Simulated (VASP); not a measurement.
# Zr3HC2 (P-3m1) in VASP: single point with PBEsol

Aim: the single point of Zr3HC2 with PBEsol.

Everything below comes from runs of VASP 6.6.1. Logs are shortened: lines on timing, memory, paths and dates and some standing lists are left out, and cuts for length are marked.

### Step 1. The cell of the first run

The structure is trigonal, space group P-3m1 (No. 164). The conventional cell has a = 3.317 Å, b = 3.317 Å, c = 7.925 Å, α = 90.00°, β = 90.00°, γ = 120.00°. Zr (site symmetry -3m) has 6 C at 2.36 Å within 3.1 Å. Within 3.0 Å of Zr (site symmetry 3m) lie 3 C at 2.24 Å and 3 H at 2.38 Å. Within 3.1 Å of H (site symmetry -3m) lie 6 Zr at 2.38 Å. Within 3.0 Å of C (site symmetry 3m) lie 6 Zr at 2.24 to 2.36 Å.

### Step 2. Single point, PBEsol

File INCAR:

```
ALGO = Normal
EDIFF = 1E-6
ENCUT = 520
GGA = PS
ISIF = 2
ISMEAR = 0
LASPH = True
LCHARG = True
LELF = True
LREAL = False
LVHAR = True
LWAVE = False
NBANDS = 32
NELM = 100
PREC = Accurate
SIGMA = 0.02
```

File KPOINTS:

```
k-points
0
Gamma
  7 7 3
```

File POSCAR:

```
Zr3HC2
1.0
    3.3166114203      0.0000000000      0.0000000000
   -1.6583057102      2.8722697445      0.0000000000
    0.0000000000      0.0000000000      7.9247008215
Zr H C
3 1 2
Direct
    0.0000000000      0.0000000000      0.5000000000
    0.3333333333      0.6666666667      0.1784270836
    0.6666666667      0.3333333333      0.8215729164
    0.0000000000      0.0000000000      0.0000000000
    0.3333333333      0.6666666667      0.6745097950
    0.6666666667      0.3333333333      0.3254902050
```

Potentials or basis: VASP PAW PBE potentials, release 64 (Zr_sv, H, C).

Launch:

```
cat potpaw_PBE.64/Zr_sv/POTCAR potpaw_PBE.64/H/POTCAR potpaw_PBE.64/C/POTCAR > POTCAR
mpirun -np 1 vasp_std > vasp.out
```

OUTCAR:

```text
EDIFF = 1E-6
   ENCUT = 520
   GGA = PS
   ISIF = 2
   ISMEAR = 0
   LASPH = True
   LREAL = False
   NELM = 100
   PREC = Accurate

 ion  position               nearest neighbor table
   1  0.000  0.000  0.500-   5 2.36   6 2.36   6 2.36   5 2.36   6 2.36   5 2.36   2 3.19   3 3.19
                             2 3.19   3 3.19   3 3.19   2 3.19
   2  0.333  0.667  0.178-   6 2.24   6 2.24   6 2.24   4 2.38   4 2.38   4 2.38   1 3.19   1 3.19
                             1 3.19   3 3.42   3 3.42   3 3.42
   3  0.667  0.333  0.822-   5 2.24   5 2.24   5 2.24   4 2.38   4 2.38   4 2.38   1 3.19   1 3.19
                             1 3.19   2 3.42   2 3.42   2 3.42
   4  0.000  0.000  0.000-   2 2.38   3 2.38   3 2.38   2 2.38   3 2.38   2 2.38
   5  0.333  0.667  0.675-   3 2.24   3 2.24   3 2.24   1 2.36   1 2.36   1 2.36
   6  0.667  0.333  0.325-   2 2.24   2 2.24   2 2.24   1 2.36   1 2.36   1 2.36

  LATTYP: Found a hexagonal cell.
 ALAT       =     3.3166114203
 C/A-ratio  =     2.3893968323

  Lattice vectors:

 A1 = (   3.3166114203,   0.0000000000,   0.0000000000)
 A2 = (  -1.6583057102,   2.8722697445,   0.0000000000)
 A3 = (   0.0000000000,   0.0000000000,   7.9247008215)

Analysis of symmetry for initial positions (statically):
=====================================================================
 Subroutine PRICEL returns:
 Original cell was already a primitive cell.

 Routine SETGRP: Setting up the symmetry group for a
 hexagonal supercell.

 Subroutine GETGRP returns: Found 12 space group operations
 (whereof 12 operations were pure point group operations)
 out of a pool of 24 trial point group operations.

The static configuration has the point symmetry D_3d.

Analysis of symmetry for dynamics (positions and initial velocities):
=====================================================================
 Subroutine PRICEL returns:
 Original cell was already a primitive cell.

 Routine SETGRP: Setting up the symmetry group for a
 hexagonal supercell.

 Subroutine GETGRP returns: Found 12 space group operations
 (whereof 12 operations were pure point group operations)
 out of a pool of 24 trial point group operations.

The dynamic configuration has the point symmetry D_3d.

 Subroutine INISYM returns: Found 12 space group operations
 (whereof 12 operations are pure point group operations),
 and found     1 'primitive' translations

----------------------------------------------------------------------------------------

                                     Primitive cell

  volume of cell :      75.4923

  direct lattice vectors                    reciprocal lattice vectors
     3.316611420  0.000000000  0.000000000     0.301512560  0.174078358  0.000000000
    -1.658305710  2.872269745  0.000000000     0.000000000  0.348156715  0.000000000
     0.000000000  0.000000000  7.924700822     0.000000000  0.000000000  0.126187729

  length of vectors
     3.316611420  3.316611420  7.924700822     0.348156715  0.348156715  0.126187729

  position of ions in fractional coordinates (direct lattice)
     0.000000000  0.000000000  0.500000000
     0.333333333  0.666666667  0.178427084
     0.666666667  0.333333333  0.821572916
     0.000000000  0.000000000  0.000000000
     0.333333333  0.666666667  0.674509795
     0.666666667  0.333333333  0.325490205

  ion indices of the primitive-cell ions
   primitive index   ion index
                 1           1
                 2           2
                 3           3
                 4           4
                 5           5
                 6           6

----------------------------------------------------------------------------------------

 KPOINTS: k-points

Automatic generation of k-mesh.
 Grid dimensions read from file:
 generate k-points for:    7    7    3

 Generating k-lattice:

  Cartesian coordinates                     Fractional coordinates (reciprocal lattice)
     0.043073223  0.024868337  0.000000000     0.142857143 -0.000000000  0.000000000
     0.000000000  0.049736674  0.000000000     0.000000000  0.142857143  0.000000000
     0.000000000  0.000000000  0.042062576     0.000000000  0.000000000  0.333333333

  Length of vectors
     0.049736674  0.049736674  0.042062576

  Shift w.r.t. Gamma in fractional coordinates (k-lattice)
     0.000000000  0.000000000  0.000000000

 Subroutine IBZKPT returns following result:
 ===========================================

 Found     20 irreducible k-points:

 Following reciprocal coordinates:
            Coordinates               Weight
  0.000000  0.000000  0.000000      1.000000
  0.142857  0.000000  0.000000      6.000000
  0.285714 -0.000000  0.000000      6.000000
  0.428571 -0.000000  0.000000      6.000000
  0.142857  0.142857  0.000000      6.000000
  0.285714  0.142857  0.000000     12.000000
[... 12 lines left out ...]
  0.428571  0.142857  0.333333     12.000000
  0.285714  0.285714  0.333333     12.000000
   k-points           NKPTS =     20   k-points in BZ     NKDIM =     20   number of bands    NBANDS=     32
   number of dos      NEDOS =    301   number of ions     NIONS =      6
   total plane-waves  NPLWV =  47040
   dimension x,y,z NGX =    28 NGY =   28 NGZ =   60
   dimension x,y,z NGXF=    56 NGYF=   56 NGZF=  120
   ions per type =               3   1   2
   NGX,Y,Z   is equivalent  to a cutoff of  14.04, 14.04, 12.59 a.u.
   NGXF,Y,Z  is equivalent  to a cutoff of  28.07, 28.07, 25.17 a.u.
 SYSTEM =  unknown system
   PREC   = accura    normal or accurate (medium, high low for compatibility)
   ISTART =      0    job   : 0-new  1-cont  2-samecut
   ICHARG =      2    charge: 1-file 2-atom 10-const
   ISPIN  =      1    spin polarized calculation?
   LNONCOLLINEAR =      F non collinear calculations
   LSORBIT =      F    spin-orbit coupling
   LASPH  =      T    aspherical Exc in radial PAW
   ENCUT  =  520.0 eV  38.22 Ry    6.18 a.u.   6.17  6.17 14.73*2*pi/ulx,y,z
   NELM   =    100;   NELMIN=  2; NELMDL= -5     # of ELM steps
   EDIFF  = 0.1E-05   stopping-criterion for ELM
   LREAL  =      F    real-space projection
   EDIFFG = 0.1E-04   stopping-criterion for IOM
   NSW    =      0    number of steps for IOM
   IBRION =     -1    ionic relax: 0-MD 1-quasi-New 2-CG
   NFREE  =      0    steps in history (QN), initial steepest desc. (CG)
   ISIF   =      2    stress and relaxation
   ISYM   =      2    0-nonsym 1-usesym 2-fastsym
   POTIM  = 0.5000    time-step for ionic-motion
   TEBEG  =    0.0;   TEEND  =   0.0 temperature during run
   PSTRESS=    0.0 pullay stress
   NELECT =      45.0000    total number of electrons
   NUPDOWN=      -1.0000    fix difference up-down
   EMIN   =  10.00;   EMAX   =-10.00  energy-range for DOS
   EFERMI =   0.00;   METHOD = LEGACY
   ISMEAR =     0;   SIGMA  =   0.02  broadening in eV -4-tet -1-fermi 0-gaus
   EFERMI_NEDOS =   21; number of points for ismear=-14 and -15
   IALGO  =     38    algorithm
   IMIX   =      4    mixing-type and parameters
     AMIX     =   0.40;   BMIX     =  1.00
     AMIX_MAG =   1.60;   BMIX_MAG =  1.00
  volume/ion in A,a.u.               =      12.58        84.91
  Fermi-wavevector in a.u.,A,eV,Ry     =   1.377774  2.603616 25.827426  1.898262
  Thomas-Fermi vector in A             =   2.502897
   LORBIT       =      0    0 simple, 1 ext, 2 COOP (PROOUT), +10 PAW based schemes
   GGA     = PS    functional components
   LHFCALC =     F    Hartree Fock is set to
   AEXX    =    0.0000 exact exchange contribution
   IVDW    =     0    specifies the selected vdW correction
   LEPSILON=     F    determine dielectric tensor
   LRPA    =     F    only Hartree local field effects (RPA)
 non-spin polarized calculation
 Gauss-broadening in eV      SIGMA  =   0.02
  energy-cutoff  :      520.00
  volume of cell :       75.49
 maximum number of plane-waves:      2042
 NGX is ok and might be reduce to    28
   NGX = 13   NGY = 13   NGZ = 29

 number of electron      45.0000000 magnetization

 Free energy of the ion-electron system (eV)
  ---------------------------------------------------
  ext. energy  EPLUGINS =         0.00000000
  ---------------------------------------------------
  free energy    TOTEN  =       -54.70791651 eV

  energy without entropy =      -54.70725712  energy(sigma->0) =      -54.70758682

 E-fermi :   9.6248     XC(G=0): -12.0478

 val. band max:        9.6095638891   @ k =   0.1429   0.1429   0.3333
 cond. band min:       9.6498089551   @ k =   0.4286  -0.0000   0.3333
 fundamental gap:      0.0402450659
 Fermi energy:         9.6248452320

 k-point     1 :       0.0000    0.0000    0.0000
  band No.  band energies     occupation
      1     -38.6350      2.00000
      2     -38.5882      2.00000
      3     -38.3225      2.00000
      4     -17.0785      2.00000
      5     -17.0027      2.00000
      6     -16.4660      2.00000
[... 24 lines left out ...]
     31      13.2695      0.00000
     32      13.2695      0.00000

 k-point     2 :       0.1429    0.0000    0.0000
  band No.  band energies     occupation
      1     -38.6184      2.00000
      2     -38.5765      2.00000
      3     -38.3111      2.00000
      4     -17.0547      2.00000
      5     -16.9834      2.00000
      6     -16.5856      2.00000
[... 24 lines left out ...]
     31      14.1303      0.00000
     32      14.4492      0.00000

 k-point     3 :       0.2857   -0.0000    0.0000
  band No.  band energies     occupation
      1     -38.5799      2.00000
      2     -38.5508      2.00000
      3     -38.2856      2.00000
      4     -17.0701      2.00000
      5     -16.9773      2.00000
      6     -16.8613      2.00000
[... 24 lines left out ...]
     31      14.5974      0.00000
     32      15.8016      0.00000

 k-point     4 :       0.4286   -0.0000    0.0000
  band No.  band energies     occupation
      1     -38.5462      2.00000
      2     -38.5325      2.00000
      3     -38.2651      2.00000
      4     -17.1821      2.00000
      5     -17.1192      2.00000
      6     -17.0264      2.00000
[... 24 lines left out ...]
     31      14.5783      0.00000
     32      15.3114      0.00000

 k-point     5 :       0.1429    0.1429    0.0000
  band No.  band energies     occupation
      1     -38.5908      2.00000
      2     -38.5577      2.00000
      3     -38.2927      2.00000
      4     -17.0446      2.00000
      5     -16.9647      2.00000
      6     -16.7609      2.00000
[... 444 lines left out ...]
     31      14.6512      0.00000
     32      15.5188      0.00000

 k-point    18 :      -0.1429    0.4286    0.3333
  band No.  band energies     occupation
      1     -38.5523      2.00000
      2     -38.5382      2.00000
      3     -38.2695      2.00000
      4     -17.1247      2.00000
      5     -16.9951      2.00000
      6     -16.9614      2.00000
[... 24 lines left out ...]
     31      15.2450      0.00000
     32      15.4090      0.00000

 k-point    19 :       0.4286    0.1429    0.3333
  band No.  band energies     occupation
      1     -38.5369      2.00000
      2     -38.5273      2.00000
      3     -38.2594      2.00000
      4     -17.2019      2.00000
      5     -17.0804      2.00000
      6     -16.9597      2.00000
[... 24 lines left out ...]
     31      15.0803      0.00000
     32      15.3503      0.00000

 k-point    20 :       0.2857    0.2857    0.3333
  band No.  band energies     occupation
      1     -38.5320      2.00000
      2     -38.5258      2.00000
      3     -38.2569      2.00000
      4     -17.0889      2.00000
      5     -17.0523      2.00000
      6     -16.9306      2.00000
[... 24 lines left out ...]
     31      15.4555      0.00000
     32      15.9435      0.00000

------------------------ aborting loop because EDIFF is reached ----------------------------------------

  FORCE on cell =-STRESS in cart. coord.  units (eV):
  Direction    XX          YY          ZZ          XY          YZ          ZX
  --------------------------------------------------------------------------------------
  -------------------------------------------------------------------------------------
  Total        0.1223699      0.1223699      0.1237543     -0.0000000      0.0000000     -0.0000000
  in kB        2.5970623      2.5970623      2.6264452     -0.0000000      0.0000000     -0.0000000
  external PRESSURE =       2.6068566 kB  Pullay stress =       0.0000000 kB

 VOLUME and BASIS-vectors are now :
 -----------------------------------------------------------------------------
  energy-cutoff  :      520.00
  volume of cell :       75.49
      direct lattice vectors                 reciprocal lattice vectors
     3.316611420  0.000000000  0.000000000     0.301512560  0.174078358  0.000000000
    -1.658305710  2.872269745  0.000000000     0.000000000  0.348156715  0.000000000
     0.000000000  0.000000000  7.924700822     0.000000000  0.000000000  0.126187729

 POSITION                                       TOTAL-FORCE (eV/Angst)
 -----------------------------------------------------------------------------------
      0.00000      0.00000      3.96235        -0.000000      0.000000      0.000000
     -0.00000      1.91485      1.41398         0.000000      0.000000     -0.015192
      1.65831      0.95742      6.51072        -0.000000     -0.000000      0.015192
      0.00000      0.00000      0.00000        -0.000000      0.000000      0.000000
     -0.00000      1.91485      5.34529        -0.000000      0.000000      0.009610
      1.65831      0.95742      2.57941        -0.000000     -0.000000     -0.009610
 -----------------------------------------------------------------------------------
    total drift:                                0.000000     -0.000000     -0.000000

  FREE ENERGIE OF THE ION-ELECTRON SYSTEM (eV)
  ---------------------------------------------------
  free  energy   TOTEN  =       -54.7079165148 eV

  energy  without entropy=      -54.7072571229  energy(sigma->0) =      -54.70758682
```

It took 39 s on 1 thread of AMD EPYC 9R45 (Zen 5), shared host; peak memory 0.19 GiB.

Results:

```yaml
Free_energy: -54.7079 eV
Pressure: 0.3 GPa
Largest_force: 0.015 eV/Å
```

Forces in eV/Å, atoms in the order of the input:
```
Zr   0.000  0.000  0.000
Zr   0.000  0.000 -0.015
Zr   0.000  0.000  0.015
H    0.000  0.000  0.000
C    0.000  0.000  0.010
C    0.000  0.000 -0.010
```

Caveat: the PAW data sets were made with another functional, which shifts forces and pressure a little.
